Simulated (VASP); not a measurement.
# NbSi (wurtzite type) (P6_3/mmc) in VASP: further runs

Runs on NbSi (wurtzite type). Level: PBE. Tasks: electric field gradients, density of states.

All numbers are computed with VASP 6.6.1; they aren't measurements. Logs are shortened: lines on timing, memory, paths and dates and some standing lists are left out, and cuts for length are marked.

### Step 1. The cell of the first run

It takes space group P6_3/mmc (No. 194, hexagonal). Conventional cell: a = 4.408 Å, b = 4.408 Å, c = 4.999 Å, α = 90.00°, β = 90.00°, γ = 120.00°. Within 3.3 Å of Nb (site symmetry -6m2) lie 5 Si at 2.50 to 2.54 Å. Si (site symmetry -6m2) has 5 Nb at 2.50 to 2.54 Å within 3.3 Å.

### Step 2. Electric field gradients, PBE

File INCAR:

```
SYSTEM = NbSi
PREC = Accurate ; ENCUT = 520
EDIFF = 1E-8 ; ISMEAR = -1
SIGMA = 0.03 ; LREAL = .False.
LASPH = .True. ; NELM = 60
ALGO = Normal ; ISIF = 2
LWAVE = .False. ; LCHARG = .False.
GGA = PE ; LEFG = .True.
NBANDS = 25
```

File KPOINTS:

```
Automatic mesh
0
Gamma
  10 10 6
  0 0 0
```

File POSCAR:

```
NbSi
1.0
    4.4076651727      0.0000000000      0.0000000000
   -2.2038325864      3.8171500110      0.0000000000
    0.0000000000      0.0000000000      4.9988071751
Nb Si
2 2
Direct
    0.3333333333      0.6666666667     -0.0619998964
    0.6666666667      0.3333333333      0.4380001036
    0.3333333333      0.6666666667      0.4379998964
    0.6666666667      0.3333333333      0.9379998964
```

Potentials or basis: VASP PAW PBE potentials, release 64 (Nb_sv, Si).

Launch:

```
> cat potpaw_PBE.64/Nb_sv/POTCAR potpaw_PBE.64/Si/POTCAR > POTCAR
> mpirun -np 1 vasp_std > vasp.out
```

OUTCAR:

```text
SYSTEM = NbSi
   PREC = Accurate
   ENCUT = 520
   EDIFF = 1E-8
   ISMEAR = -1
   LREAL = .False.
   LASPH = .True.
   NELM = 60
   ISIF = 2
   GGA = PE

 ion  position               nearest neighbor table
   1  0.333  0.667  0.938-   3 2.50   3 2.50   4 2.54   4 2.54   4 2.54
   2  0.667  0.333  0.438-   4 2.50   4 2.50   3 2.54   3 2.54   3 2.54
   3  0.333  0.667  0.438-   1 2.50   1 2.50   2 2.54   2 2.54   2 2.54
   4  0.667  0.333  0.938-   2 2.50   2 2.50   1 2.54   1 2.54   1 2.54

  LATTYP: Found a hexagonal cell.
 ALAT       =     4.4076651727
 C/A-ratio  =     1.1341168122

  Lattice vectors:

 A1 = (   4.4076651727,   0.0000000000,   0.0000000000)
 A2 = (  -2.2038325864,   3.8171500110,   0.0000000000)
 A3 = (   0.0000000000,   0.0000000000,   4.9988071751)

Analysis of symmetry for initial positions (statically):
=====================================================================
 Subroutine PRICEL returns:
 Original cell was already a primitive cell.

 Routine SETGRP: Setting up the symmetry group for a
 hexagonal supercell.

 Subroutine GETGRP returns: Found 24 space group operations
 (whereof  6 operations were pure point group operations)
 out of a pool of 24 trial point group operations.

The static configuration has the point symmetry C_3v.
 The point group associated with its full space group is D_6h.

Analysis of symmetry for dynamics (positions and initial velocities):
=====================================================================
 Subroutine PRICEL returns:
 Original cell was already a primitive cell.

 Routine SETGRP: Setting up the symmetry group for a
 hexagonal supercell.

 Subroutine GETGRP returns: Found 24 space group operations
 (whereof  6 operations were pure point group operations)
 out of a pool of 24 trial point group operations.

The dynamic configuration has the point symmetry C_3v.
 The point group associated with its full space group is D_6h.

 Subroutine INISYM returns: Found 24 space group operations
 (whereof  6 operations are pure point group operations),
 and found     1 'primitive' translations

----------------------------------------------------------------------------------------

                                     Primitive cell

  volume of cell :      84.1035

  direct lattice vectors                    reciprocal lattice vectors
     4.407665173  0.000000000  0.000000000     0.226877487  0.130987778  0.000000000
    -2.203832586  3.817150011  0.000000000     0.000000000  0.261975557  0.000000000
     0.000000000  0.000000000  4.998807175     0.000000000  0.000000000  0.200047724

  length of vectors
     4.407665173  4.407665173  4.998807175     0.261975557  0.261975557  0.200047724

  position of ions in fractional coordinates (direct lattice)
     0.333333333  0.666666667  0.938000104
     0.666666667  0.333333333  0.438000104
     0.333333333  0.666666667  0.437999896
     0.666666667  0.333333333  0.937999896

  ion indices of the primitive-cell ions
   primitive index   ion index
                 1           1
                 2           2
                 3           3
                 4           4

----------------------------------------------------------------------------------------

 KPOINTS: Automatic mesh

Automatic generation of k-mesh.
 Grid dimensions read from file:
 generate k-points for:   10   10    6

 Generating k-lattice:

  Cartesian coordinates                     Fractional coordinates (reciprocal lattice)
     0.022687749  0.013098778  0.000000000     0.100000000  0.000000000  0.000000000
     0.000000000  0.026197556  0.000000000     0.000000000  0.100000000  0.000000000
     0.000000000  0.000000000  0.033341287     0.000000000  0.000000000  0.166666667

  Length of vectors
     0.026197556  0.026197556  0.033341287

  Shift w.r.t. Gamma in fractional coordinates (k-lattice)
     0.000000000  0.000000000  0.000000000

 Subroutine IBZKPT returns following result:
 ===========================================

 Found     56 irreducible k-points:

 Following reciprocal coordinates:
            Coordinates               Weight
  0.000000  0.000000  0.000000      1.000000
  0.100000  0.000000  0.000000      6.000000
  0.200000  0.000000  0.000000      6.000000
  0.300000  0.000000  0.000000      6.000000
  0.400000  0.000000  0.000000      6.000000
  0.500000  0.000000  0.000000      3.000000
[... 16 lines left out ...]
  0.300000  0.100000  0.166667     24.000000
  0.400000  0.100000  0.166667     24.000000
 [... further k-points ...]
   k-points           NKPTS =     56   k-points in BZ     NKDIM =     56   number of bands    NBANDS=     25
   number of dos      NEDOS =    301   number of ions     NIONS =      4
   total plane-waves  NPLWV =  51840
   dimension x,y,z NGX =    36 NGY =   36 NGZ =   40
   dimension x,y,z NGXF=    72 NGYF=   72 NGZF=   80
   ions per type =               2   2
   NGX,Y,Z   is equivalent  to a cutoff of  13.58, 13.58, 13.30 a.u.
   NGXF,Y,Z  is equivalent  to a cutoff of  27.16, 27.16, 26.61 a.u.
 SYSTEM =  NbSi
   PREC   = accura    normal or accurate (medium, high low for compatibility)
   ISTART =      0    job   : 0-new  1-cont  2-samecut
   ICHARG =      2    charge: 1-file 2-atom 10-const
   ISPIN  =      1    spin polarized calculation?
   LNONCOLLINEAR =      F non collinear calculations
   LSORBIT =      F    spin-orbit coupling
   LASPH  =      T    aspherical Exc in radial PAW
   ENCUT  =  520.0 eV  38.22 Ry    6.18 a.u.   8.20  8.20  9.29*2*pi/ulx,y,z
   NELM   =     60;   NELMIN=  2; NELMDL= -5     # of ELM steps
   EDIFF  = 0.1E-07   stopping-criterion for ELM
   LREAL  =      F    real-space projection
   EDIFFG = 0.1E-06   stopping-criterion for IOM
   NSW    =      0    number of steps for IOM
   IBRION =     -1    ionic relax: 0-MD 1-quasi-New 2-CG
   NFREE  =      0    steps in history (QN), initial steepest desc. (CG)
   ISIF   =      2    stress and relaxation
   ISYM   =      2    0-nonsym 1-usesym 2-fastsym
   POTIM  = 0.5000    time-step for ionic-motion
   TEBEG  =    0.0;   TEEND  =   0.0 temperature during run
   PSTRESS=    0.0 pullay stress
   NELECT =      34.0000    total number of electrons
   NUPDOWN=      -1.0000    fix difference up-down
   EMIN   =  10.00;   EMAX   =-10.00  energy-range for DOS
   EFERMI =   0.00;   METHOD = LEGACY
   ISMEAR =    -1;   SIGMA  =   0.03  broadening in eV -4-tet -1-fermi 0-gaus
   EFERMI_NEDOS =   21; number of points for ismear=-14 and -15
   IALGO  =     38    algorithm
   IMIX   =      4    mixing-type and parameters
     AMIX     =   0.40;   BMIX     =  1.00
     AMIX_MAG =   1.60;   BMIX_MAG =  1.00
  volume/ion in A,a.u.               =      21.03       141.89
  Fermi-wavevector in a.u.,A,eV,Ry     =   1.210495  2.287504 19.936598  1.465299
  Thomas-Fermi vector in A             =   2.346040
   LORBIT       =      0    0 simple, 1 ext, 2 COOP (PROOUT), +10 PAW based schemes
   GGA     = PE    functional components
   LHFCALC =     F    Hartree Fock is set to
   AEXX    =    0.0000 exact exchange contribution
   IVDW    =     0    specifies the selected vdW correction
   LEPSILON=     F    determine dielectric tensor
   LRPA    =     F    only Hartree local field effects (RPA)
 non-spin polarized calculation
  energy-cutoff  :      520.00
  volume of cell :       84.10
 maximum number of plane-waves:      2293
 NGX is ok and might be reduce to    36
   NGX = 17   NGY = 17   NGZ = 19

 number of electron      34.0000004 magnetization

 Free energy of the ion-electron system (eV)
  ---------------------------------------------------
  ext. energy  EPLUGINS =         0.00000000
  ---------------------------------------------------
  free energy    TOTEN  =       -30.93887591 eV

  energy without entropy =      -30.92468705  energy(sigma->0) =      -30.93178148

 E-fermi :   7.2299     XC(G=0): -10.3333

 val. band max:        7.2279904362   @ k =   0.4000   0.1000   0.1667
 cond. band min:       7.2395109547   @ k =   0.3000   0.3000   0.3333
 fundamental gap:      0.0115205185
 Fermi energy:         7.2299045194

 k-point     1 :       0.0000    0.0000    0.0000
  band No.  band energies     occupation
      1     -47.7219      2.00000
      2     -47.6997      2.00000
      3     -23.8798      2.00000
      4     -23.8798      2.00000
      5     -23.8493      2.00000
      6     -23.8078      2.00000
[... 661 lines left out ...]
     24      10.6784      0.00000
     25      11.7601      0.00000

 [... further k-points ...]
[... 5 lines left out ...]
  --------------------------------------------------------------------------------------
  -------------------------------------------------------------------------------------
  Total       -0.0732825     -0.0732825     -0.0799328      0.0000000      0.0000000     -0.0000000
  in kB       -1.3960363     -1.3960363     -1.5227239      0.0000000      0.0000000     -0.0000000
  external PRESSURE =      -1.4382655 kB  Pullay stress =       0.0000000 kB

 VOLUME and BASIS-vectors are now :
 -----------------------------------------------------------------------------
  energy-cutoff  :      520.00
  volume of cell :       84.10
      direct lattice vectors                 reciprocal lattice vectors
     4.407665173  0.000000000  0.000000000     0.226877487  0.130987778  0.000000000
    -2.203832586  3.817150011  0.000000000     0.000000000  0.261975557  0.000000000
     0.000000000  0.000000000  4.998807175     0.000000000  0.000000000  0.200047724

 POSITION                                       TOTAL-FORCE (eV/Angst)
 -----------------------------------------------------------------------------------
     -0.00000      2.54477      4.68888         0.000000     -0.000000     -0.000000
      2.20383      1.27238      2.18948        -0.000000      0.000000      0.000000
     -0.00000      2.54477      2.18948        -0.000000      0.000000     -0.000000
      2.20383      1.27238      4.68888        -0.000000      0.000000     -0.000000
 -----------------------------------------------------------------------------------
    total drift:                               -0.000000      0.000000     -0.000112

  FREE ENERGIE OF THE ION-ELECTRON SYSTEM (eV)
  ---------------------------------------------------
  free  energy   TOTEN  =       -30.9388759054 eV

  energy  without entropy=      -30.9246870529  energy(sigma->0) =      -30.93178148

 Electric field gradients (V/A^2)
---------------------------------------------------------------------
 ion       V_xx      V_yy      V_zz      V_xy      V_xz      V_yz
---------------------------------------------------------------------
   1      54.319    54.320  -108.640     0.001    -0.000     0.000
   2      54.319    54.320  -108.640     0.001     0.000    -0.000
   3       4.464     4.464    -8.928     0.000    -0.000     0.000
   4       4.464     4.464    -8.928     0.000     0.000    -0.000
---------------------------------------------------------------------

 Electric field gradients after diagonalization (V/A^2)
 (convention: |V_zz| > |V_xx| > |V_yy|)
----------------------------------------------------------------------
 ion       V_xx      V_yy      V_zz     asymmetry (V_yy - V_xx)/ V_zz
----------------------------------------------------------------------
   1      54.320    54.319  -108.640       0.000
   2      54.320    54.319  -108.640       0.000
   3       4.464     4.464    -8.928       0.000
   4       4.464     4.464    -8.928       0.000
----------------------------------------------------------------------

           NMR quadrupolar parameters

 Cq : quadrupolar parameter    Cq=e*Q*V_zz/h
 eta: asymmetry parameters     (V_yy - V_xx)/ V_zz
 Q  : nuclear electric quadrupole moment in mb (millibarn)
----------------------------------------------------------------------
 ion       Cq(MHz)       eta       Q (mb)
----------------------------------------------------------------------
   1      -0.263       0.000       1.000
   2      -0.263       0.000       1.000
   3      -0.022       0.000       1.000
   4      -0.022       0.000       1.000
----------------------------------------------------------------------
```

It took 4.8 min on 1 thread of AMD EPYC 7R13, shared host; peak memory 0.24 GiB.

What came out:

- Free energy: -30.9389 eV
- Pressure: -0.1 GPa
- Band gap on the k mesh: zero (band 17 reaches 8.49 eV, above the bottom of band 18 at 6.67 eV)

Electric field gradients, principal values (V/Å²):
| atom | least | middle | greatest (by size) |
| --- | --- | --- | --- |
| 1 Nb | 54.319 | 54.320 | -108.640 |
| 2 Nb | 54.319 | 54.320 | -108.640 |
| 3 Si | 4.464 | 4.464 | -8.928 |
| 4 Si | 4.464 | 4.464 | -8.928 |

Caveat: without QUAD_EFG the Cq values of the log hold for a quadrupole moment of 1 mb, not for the nuclei.

### Step 3. Electric field gradients, PBE

File INCAR:

```
ALGO = Normal
EDIFF = 1E-8
ENCUT = 520
GGA = PE
ISIF = 2
ISMEAR = -1
LASPH = T
LCHARG = F
LEFG = T
LREAL = F
LWAVE = F
NBANDS = 25
NELM = 60
PREC = Accurate
SIGMA = 0.03
```

File KPOINTS:

```
k-points
0
Gamma
  10 10 6
```

POSCAR is that of step 2.

Potentials or basis: VASP PAW PBE potentials, release 64 (Nb_sv, Si).

Launch:

```
> cat potpaw_PBE.64/Nb_sv/POTCAR potpaw_PBE.64/Si/POTCAR > POTCAR
> mpirun -np 1 vasp_std > vasp.out
```

OUTCAR:

```text
EDIFF = 1E-8
   ENCUT = 520
   GGA = PE
   ISIF = 2
   ISMEAR = -1
   LASPH = T
   LREAL = F
   NELM = 60
   PREC = Accurate

 ion  position               nearest neighbor table
   1  0.333  0.667  0.938-   3 2.50   3 2.50   4 2.54   4 2.54   4 2.54
   2  0.667  0.333  0.438-   4 2.50   4 2.50   3 2.54   3 2.54   3 2.54
   3  0.333  0.667  0.438-   1 2.50   1 2.50   2 2.54   2 2.54   2 2.54
   4  0.667  0.333  0.938-   2 2.50   2 2.50   1 2.54   1 2.54   1 2.54

  LATTYP: Found a hexagonal cell.
 ALAT       =     4.4076651727
 C/A-ratio  =     1.1341168122

  Lattice vectors:

 A1 = (   4.4076651727,   0.0000000000,   0.0000000000)
[... 900 lines left out ...]
 ion       V_xx      V_yy      V_zz      V_xy      V_xz      V_yz
---------------------------------------------------------------------
   1      54.319    54.320  -108.640     0.001    -0.000     0.000
   2      54.319    54.320  -108.640     0.001     0.000    -0.000
   3       4.464     4.464    -8.928     0.000    -0.000     0.000
   4       4.464     4.464    -8.928     0.000     0.000    -0.000
---------------------------------------------------------------------

 Electric field gradients after diagonalization (V/A^2)
 (convention: |V_zz| > |V_xx| > |V_yy|)
----------------------------------------------------------------------
 ion       V_xx      V_yy      V_zz     asymmetry (V_yy - V_xx)/ V_zz
----------------------------------------------------------------------
   1      54.320    54.319  -108.640       0.000
   2      54.320    54.319  -108.640       0.000
   3       4.464     4.464    -8.928       0.000
   4       4.464     4.464    -8.928       0.000
----------------------------------------------------------------------

           NMR quadrupolar parameters

 Cq : quadrupolar parameter    Cq=e*Q*V_zz/h
 eta: asymmetry parameters     (V_yy - V_xx)/ V_zz
 Q  : nuclear electric quadrupole moment in mb (millibarn)
----------------------------------------------------------------------
 ion       Cq(MHz)       eta       Q (mb)
----------------------------------------------------------------------
   1      -0.263       0.000       1.000
   2      -0.263       0.000       1.000
   3      -0.022       0.000       1.000
   4      -0.022       0.000       1.000
----------------------------------------------------------------------
```

stdout:

```text
POSCAR found type information on POSCAR NbSi
 POSCAR found :  2 types and       4 ions
 scaLAPACK will be used
 LDA part: xc-table for (Slater+PW92), standard interpolation
 POSCAR, INCAR and KPOINTS ok, starting setup
 FFT: planning ... GRIDC
 FFT: planning ... GRID_SOFT
 FFT: planning ... GRID
 WAVECAR not read
 entering main loop
ion   1

ion   2

ion   3

ion   4
```

It took 4.3 min on 1 thread of AMD EPYC 7R13, shared host; peak memory 0.24 GiB.

What came out:

| Item | Value |
| --- | --- |
| Free energy | -30.9389 eV |
| Pressure | -0.1 GPa |
| Band gap on the k mesh | zero (band 17 reaches 8.49 eV, above the bottom of band 18 at 6.67 eV) |

Electric field gradients, principal values (V/Å²):
| atom | least | middle | greatest (by size) |
| --- | --- | --- | --- |
| 1 Nb | 54.319 | 54.320 | -108.640 |
| 2 Nb | 54.319 | 54.320 | -108.640 |
| 3 Si | 4.464 | 4.464 | -8.928 |
| 4 Si | 4.464 | 4.464 | -8.928 |

Caveat: without QUAD_EFG the Cq values of the log hold for a quadrupole moment of 1 mb, not for the nuclei.

### Step 4. Density of states, PBE

POSCAR is that of step 3.

File INCAR.step1:

```
PREC = Accurate
ENCUT = 520
EDIFF = 1E-6
ISMEAR = -1
SIGMA = 0.03
LREAL = False
LASPH = True
NELM = 100
ALGO = Normal
ISIF = 2
LWAVE = False
LCHARG = True
LMAXMIX = 4
GGA = PE
NBANDS = 25
```

File KPOINTS.step1:

```
regular mesh
0
Gamma
  10 10 6
```

File INCAR.step2:

```
PREC = Accurate
ENCUT = 520
EDIFF = 1E-6
ISMEAR = -5
SIGMA = 0.03
LREAL = False
LASPH = True
NELM = 100
ALGO = Normal
ISIF = 2
LWAVE = False
LCHARG = False
LMAXMIX = 4
GGA = PE
LORBIT = 11
NEDOS = 1001
ICHARG = 11
```

File KPOINTS.step2:

```
regular mesh
0
Gamma
  15 15 9
```

Launch:

```
> cat potpaw_PBE.64/Nb_sv/POTCAR potpaw_PBE.64/Si/POTCAR > POTCAR
> cp INCAR.step1 INCAR
> cp KPOINTS.step1 KPOINTS
> mpirun -np 1 vasp_std > vasp.out
> cp INCAR.step2 INCAR
> cp KPOINTS.step2 KPOINTS
> mpirun -np 1 vasp_std > vasp.out
```

Run time: 3.4 min. Hardware: 1 thread of Intel Xeon Platinum 8488C (Sapphire Rapids), shared host; peak memory 0.36 GiB.

The run converged. Its results:

| Quantity | Value |
| --- | --- |
| Valence electrons inside the program's atomic spheres | Nb 10.69; Si 1.76 |

Levels at points of the mesh, in eV from the Fermi level:
```tsv
k point	band 13	band 14	band 15	band 16	band 17	band 18	band 19	band 20	band 21
(0.00, 0.00, 0.00)	-2.32	-2.32	-2.05	-1.01	-1.01	-0.17	1.48	1.48	2.98
```

Caveat: tetrahedron occupations give inexact forces and stress in metals.
